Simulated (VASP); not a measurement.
# BeS (F-43m) in VASP: a series of runs, part 2 of 2

VASP 6.6.1. Earlier steps stand in the parts before.

### Step 6. Single point, PBE

INCAR

```
PREC     = Accurate       # precision mode
ENCUT    = 520            # plane-wave cutoff, eV
EDIFF    = 1E-7           # SCF threshold, eV
ISMEAR   = -1             # smearing method
SIGMA    = 0.02           # smearing width, eV
LREAL    = False          # projectors in reciprocal space
LASPH    = True           # aspherical terms in the spheres
NELM     = 60             # most SCF steps
ALGO     = Normal         # electronic algorithm
ISIF     = 2              # what is computed and relaxed
LWAVE    = False          # write WAVECAR
LCHARG   = True           # write CHGCAR
GGA      = PE             # functional
LELF     = True           # ELF
LVHAR    = True         
NBANDS   = 11             # bands
```

KPOINTS

```
Automatic mesh
0
Gamma
  10 10 10
```

POSCAR

```
BeS
1.0
    0.0000000000      2.4343066371      2.4343066371
    2.4343066371      0.0000000000      2.4343066371
    2.4343066371      2.4343066371      0.0000000000
Be S
1 1
Direct
    0.0000000000      0.0000000000      0.0000000000
    0.2500000000      0.2500000000      0.2500000000
```

Potentials or basis: VASP PAW PBE potentials, release 64 (Be, S).

Command:

```
$ cat potpaw_PBE.64/Be/POTCAR potpaw_PBE.64/S/POTCAR > POTCAR
$ mpirun -np 1 vasp_std > vasp.out
```

OUTCAR:

```text
PREC = Accurate
   ENCUT = 520
   EDIFF = 1E-7
   ISMEAR = -1
   LREAL = False
   LASPH = True
   NELM = 60
   ISIF = 2
   GGA = PE

 ion  position               nearest neighbor table
   1  0.000  0.000  0.000-   2 2.11   2 2.11   2 2.11   2 2.11
   2  0.250  0.250  0.250-   1 2.11   1 2.11   1 2.11   1 2.11

  LATTYP: Found a face centered cubic cell.
 ALAT       =     4.8686132742

  Lattice vectors:

 A1 = (   0.0000000000,   2.4343066371,   2.4343066371)
 A2 = (   2.4343066371,   0.0000000000,   2.4343066371)
 A3 = (   2.4343066371,   2.4343066371,   0.0000000000)
[... 512 lines left out ...]
      7      14.1455      0.00000
      8      14.2775      0.00000
      9      17.6973      0.00000
     10      19.3736      0.00000
     11      20.7808      0.00000

 [... further k-points ...]
[... 5 lines left out ...]
  --------------------------------------------------------------------------------------
  -------------------------------------------------------------------------------------
  Total        0.0792917      0.0792917      0.0792917     -0.0000000     -0.0000000     -0.0000000
  in kB        4.4033419      4.4033419      4.4033419     -0.0000000     -0.0000000     -0.0000000
  external PRESSURE =       4.4033419 kB  Pullay stress =       0.0000000 kB

 VOLUME and BASIS-vectors are now :
 -----------------------------------------------------------------------------
  energy-cutoff  :      520.00
  volume of cell :       28.85
      direct lattice vectors                 reciprocal lattice vectors
     0.000000000  2.434306637  2.434306637    -0.205397296  0.205397296  0.205397296
     2.434306637  0.000000000  2.434306637     0.205397296 -0.205397296  0.205397296
     2.434306637  2.434306637  0.000000000     0.205397296  0.205397296 -0.205397296

 POSITION                                       TOTAL-FORCE (eV/Angst)
 -----------------------------------------------------------------------------------
      0.00000      0.00000      0.00000        -0.000000      0.000000      0.000000
      1.21715      1.21715      1.21715         0.000000     -0.000000     -0.000000
 -----------------------------------------------------------------------------------
    total drift:                               -0.000000     -0.000000      0.000000

  FREE ENERGIE OF THE ION-ELECTRON SYSTEM (eV)
  ---------------------------------------------------
  free  energy   TOTEN  =       -10.0132833174 eV

  energy  without entropy=      -10.0132833174  energy(sigma->0) =      -10.01328332
```

OSZICAR:

```text
N       E                     dE             d eps       ncg     rms          rms(c)
DAV:   1     0.202881841292E+02    0.20288E+02   -0.38386E+03  1034   0.622E+02
DAV:   2    -0.898390841132E+01   -0.29272E+02   -0.27770E+02  1404   0.115E+02
DAV:   3    -0.101746973554E+02   -0.11908E+01   -0.11877E+01  1398   0.228E+01
DAV:   4    -0.101821668092E+02   -0.74695E-02   -0.74684E-02  1237   0.202E+00
DAV:   5    -0.101822317972E+02   -0.64988E-04   -0.64987E-04  1355   0.197E-01    0.558E+00
DAV:   6    -0.100507810117E+02    0.13145E+00   -0.11826E-01  1181   0.163E+00    0.380E+00
DAV:   7    -0.100119056249E+02    0.38875E-01   -0.11406E-01  1293   0.177E+00    0.101E+00
DAV:   8    -0.100131420265E+02   -0.12364E-02   -0.65335E-03  1340   0.412E-01    0.141E-01
DAV:   9    -0.100132330632E+02   -0.91037E-04   -0.49840E-04  1293   0.140E-01    0.275E-02
DAV:  10    -0.100132778049E+02   -0.44742E-04   -0.74970E-05  1240   0.491E-02    0.106E-02
DAV:  11    -0.100132829546E+02   -0.51497E-05   -0.16336E-05  1291   0.211E-02    0.856E-03
DAV:  12    -0.100132832243E+02   -0.26968E-06   -0.41021E-07  1276   0.449E-03    0.250E-03
DAV:  13    -0.100132833731E+02   -0.14881E-06   -0.11606E-07  1193   0.183E-03    0.311E-03
DAV:  14    -0.100132833174E+02    0.55679E-07   -0.10648E-08   580   0.512E-04
   1 F= -.10013283E+02 E0= -.10013283E+02  d E =-.897441E-12
```

stdout:

```text
POSCAR found type information on POSCAR BeS
 POSCAR found :  2 types and       2 ions
 scaLAPACK will be used
 LDA part: xc-table for (Slater+PW92), standard interpolation
 POSCAR, INCAR and KPOINTS ok, starting setup
 FFT: planning ... GRIDC
 FFT: planning ... GRID_SOFT
 FFT: planning ... GRID
 WAVECAR not read
 entering main loop
```

Run time: 17 s. Hardware: 1 thread of Intel Xeon Platinum 8488C (Sapphire Rapids), shared host; peak memory 0.15 GiB.

What came out:

| Property | Result |
| --- | --- |
| Free energy | -10.0133 eV |
| Pressure | 0.4 GPa |
| Band gap on the k mesh | 3.14 eV, indirect (least direct gap 5.67 eV) |

Levels at points of the mesh, in eV from the valence-band top:
| k point | band 2 | band 3 | band 4 | band 5 | band 6 | band 7 |
| --- | --- | --- | --- | --- | --- | --- |
| (0.00, 0.00, 0.00) | 0.00 | 0.00 | 0.00 | 5.67 | 5.67 | 5.67 |
| (0.50, 0.00, 0.00) | -5.71 | -1.02 | -1.02 | 5.44 | 6.56 | 6.56 |
| (0.50, 0.50, 0.00) | -4.96 | -2.60 | -2.60 | 3.14 | 4.93 | 12.69 |

### Step 7. Overview

```csv
level,potentials or basis,cell,k mesh,smearing,gap on the mesh (eV),pressure (GPa)
PBE,"VASP PAW PBE potentials, release 64 (Be, S)","a = 3.443 Å, angles 60.0°, 2 atoms",6 × 6 × 6,gaussian 0.01 eV,3.14,0.5
PBEsol,"VASP PAW PBE potentials, release 64 (Be, S)","a = 3.421 Å, angles 60.0°, 2 atoms",8 × 8 × 8,fermi-dirac 0.02 eV,2.91,0.2
LDA,"VASP PAW LDA potentials, release 64 (Be, S)","a = 3.392 Å, angles 60.0°, 2 atoms",8 × 8 × 8,fermi-dirac 0.02 eV,2.83,0.0
PBE,"VASP PAW PBE potentials, release 64 (Be, S)","a = 3.443 Å, angles 60.0°, 2 atoms",10 × 10 × 10,fermi-dirac 0.02 eV,3.14,0.4
```

Alike in all rows: task single point; no spin polarisation; cutoff (eV) 520.

Caveats: the PAW data sets were made with another functional, which shifts forces and pressure a little (some runs).

Absolute energies hang on the potentials; compare differences alone.
